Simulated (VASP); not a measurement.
Write the native input for VASP 6.6.1 that does the following.

* Task: single point
* Functional: PBE
* Potentials or basis: VASP PAW PBE potentials, release 64 (Tl_d, S, H)
* Cutoff: 520 eV
* k mesh: 1 × 1 × 1
* Occupations: gaussian, width 0.01 eV
* Spin: no spin polarisation
* Dipole correction: no
* Further INCAR settings: ALGO = Normal; EDIFF = 1e-07; NBANDS = 26

The structure of TlS3H3 (Tl(SH)3) lies in POSCAR:

```
TlH3S3
1.0
   13.8200000000      0.0000000000      0.0000000000
    0.0000000000     14.1400000000      0.0000000000
    0.0000000000      0.0000000000      9.0000000000
Tl S H
1 3 3
Direct
    0.4749942100      0.5151011300      0.5000766700
    0.6502858200      0.4783635100      0.5000000000
    0.4199015900      0.6818415800      0.5000000000
    0.3547966700      0.3850990100      0.5000000000
    0.6744732300      0.5711237600      0.5003633300
    0.3256150500      0.6559342300      0.5003633300
    0.4248950800      0.3182461100      0.5003633300
```

The input as run:

INCAR

```
SYSTEM = TlH3S3
PREC = Accurate ; ENCUT = 520
EDIFF = 1E-7 ; ISMEAR = 0
SIGMA = 0.01 ; LREAL = .FALSE.
LASPH = .TRUE. ; NELM = 80
ALGO = Normal ; ISIF = 2
LWAVE = .FALSE. ; LCHARG = .FALSE.
GGA = PE ; NBANDS = 26
```

KPOINTS

```
regular mesh
0
G
  1 1 1
  0 0 0
```

Potentials or basis: VASP PAW PBE potentials, release 64 (Tl_d, S, H).

Launch:

```sh
$ cat potpaw_PBE.64/Tl_d/POTCAR potpaw_PBE.64/S/POTCAR potpaw_PBE.64/H/POTCAR > POTCAR
$ mpirun -np 1 vasp_gam > vasp.out
```

Results of the run:

```yaml
Largest_force: 0.132 eV/Å
Gap_between_the_frontier_levels: 2.71 eV
```

Caveat: spin-orbit coupling is left out, which moves the levels of the heavy elements.

Wall time 4.3 min on 1 thread of Intel(R) Xeon(R) Platinum 8259CL CPU @ 2.50GHz (Skylake/Cascade Lake), with other jobs on the host, peak memory 1.4 GiB.
